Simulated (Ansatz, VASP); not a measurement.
# One calculation of ZrB, two programs

The input POSCAR:

```
ZrB
1.0
    0.0000000000      2.3250000000      2.3250000000
    2.3250000000      0.0000000000      2.3250000000
    2.3250000000      2.3250000000      0.0000000000
Zr B
1 1
Direct
    0.0000000000      0.0000000000      0.0000000000
    0.5000000000      0.5000000000      0.5000000000
```

INCAR.step1

```
SYSTEM = ZrB
ALGO = Normal ; EDIFF = 1E-5
ENCUT = 600 ; GGA = PE
ISMEAR = -1 ; LASPH = .True.
LCHARG = .False. ; LREAL = .False.
LWAVE = .True. ; NBANDS = 14
NELM = 60 ; PREC = Accurate
SIGMA = 0.05
```

File INCAR.step2:

```
SYSTEM = ZrB
AEXX = 0.2 ; AGGAC = 0.81
AGGAX = 0.72 ; ALDAC = 0.19
ALGO = Normal ; EDIFF = 1E-6
EDIFFG = -0.01 ; ENCUT = 600
GGA = B3 ; IBRION = 2
ISIF = 3 ; ISMEAR = -1
ISTART = 1 ; LASPH = .True.
LCHARG = .False. ; LHFCALC = .True.
LREAL = .False. ; LWAVE = .False.
NELM = 60 ; NSW = 60
PREC = Accurate ; PRECFOCK = Normal
SIGMA = 0.05
```

The input KPOINTS:

```
k-points
0
Gamma
  5 5 5
  0 0 0
```

File input:

```
crystal:
  lattice:
    - [0.0, 2.325, 2.325]
    - [2.325, 0.0, 2.325]
    - [2.325, 2.325, 0.0]
  atoms:
    - { symbol: Zr, position: [0.0, 0.0, 0.0] }
    - { symbol: B, position: [0.5, 0.5, 0.5] }
hamiltonian:
  xc: b3lyp
  pseudopotentials: { kind: paw }
kpoints:
  mp_grid: { grid: [5, 5, 5] }
scf:
  occupations: { method: fermi_dirac, width: 0.05 }
output:
  forces: true
  stress: true
  eigenvalues: true
relax:
  f_tol: 0.01
  max_steps: 40
  cell: { stress_tol: 0.05 }
```

Alike in both runs: task relaxation of cell and atoms; functional B3LYP; k mesh 5 × 5 × 5; occupations fermi-dirac, width 0.05 eV; no spin polarisation.

|  | VASP | Ansatz |
| --- | --- | --- |
| version | VASP 6.6.1 | Ansatz 0.2.0 |
| potentials or method | VASP PAW PBE potentials, release 64 (Zr_sv, B) | Ansatz PAW |
| plane-wave cutoff (eV) | 600 | 420 |
| valence electrons in the cell | 15 | 15 |

```tsv
	VASP	Ansatz	Ansatz less VASP
gap on the k mesh at the Fermi level, each at its own relaxed structure (eV)	none	none	-
relaxed volume (Å³/atom)	15.05	15.03	-0.017
relaxed cell length with the largest relative difference (Å)	3.492	3.490	-0.0013
```

VASP's potentials were made for PBE, not for B3LYP. A gap of «none» marks a metal or a gap that the smearing closes.

The k mesh is coarse, so the values compare programs but aren't converged. Noted on VASP's run: the volume moved by over 15 % at a fixed basis, so the end points are rough. Noted on Ansatz's run: the volume moved by over 15 % at a fixed basis, so the end points are rough; the plane-wave basis is chosen anew once the cell has moved, so the energies of steps on either side of that aren't comparable.
